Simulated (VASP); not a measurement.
A run of VASP 6.6.1:

The input POSCAR:

```
CrCuO2
1.0
    1.4957705900      0.8635869300      5.7347765900
   -1.4957705900      0.8635869300      5.7347765900
    0.0000000000     -1.7271637900      5.7347765900
Cu O Cr
1 2 1
Direct
    0.0000000000      0.0000000000      0.0000000000
    0.1079200000      0.1079200000      0.1079200000
    0.8920800000      0.8920800000      0.8920800000
    0.5000000000      0.5000000000      0.5000000000
```

INCAR.step1

```
  PREC = Accurate
  ENCUT = 660
  ISMEAR = -5
  SIGMA = 0.1
  LREAL = F
  LASPH = T
  NELM = 200
  ISPIN = 2
  MAGMOM = 1 0 0 -3
  LMAXMIX = 4
  LDAU = T
  LDAUTYPE = 2
  LDAUL = 2 -1 2
  LDAUU = 5.29 0 1.06
  LDAUJ = 0 0 0
  NBANDS = 30
  GGA = PE
  ALGO = Normal
  EDIFF = 1E-5
  LWAVE = T
  LCHARG = F
  GGA_COMPAT = F
```

INCAR.step2

```
  PREC = Accurate
  ENCUT = 660
  EDIFF = 1E-6
  ISMEAR = -5
  SIGMA = 0.1
  LREAL = F
  LASPH = T
  NELM = 200
  ALGO = Normal
  ISIF = 2
  LWAVE = F
  LCHARG = T
  ISPIN = 2
  MAGMOM = 1 0 0 -3
  LORBIT = 11
  LMAXMIX = 4
  LDAU = T
  LDAUTYPE = 2
  LDAUL = 2 -1 2
  LDAUU = 5.29 0 1.06
  LDAUJ = 0 0 0
  LDAUPRINT = 1
  METAGGA = R2SCAN
  LMIXTAU = T
  LELF = T
  LVHAR = T
  NBANDS = 30
  ISTART = 1
  GGA_COMPAT = F
```

Contents of KPOINTS:

```
Automatic mesh
0
Gamma
  7 7 7
```

Potentials or basis: VASP PAW PBE potentials, release 64 (Cu, O, Cr_pv).

The run is started by

```sh
$ cat potpaw_PBE.64/Cu/POTCAR potpaw_PBE.64/O/POTCAR potpaw_PBE.64/Cr_pv/POTCAR > POTCAR
$ cp INCAR.step1 INCAR
$ mpirun -np 1 vasp_std > vasp.out
$ cp INCAR.step2 INCAR
$ mpirun -np 1 vasp_std > vasp.out
```

Hardware: 1 thread of Intel(R) Xeon(R) 6975P-C (Granite Rapids) (shared host).

Task: How long does it take, and how much memory?

Result: It took 19 min on 1 thread of Intel(R) Xeon(R) 6975P-C (Granite Rapids), with other jobs on the host, peak memory 0.57 GiB. Counts: k points 44.
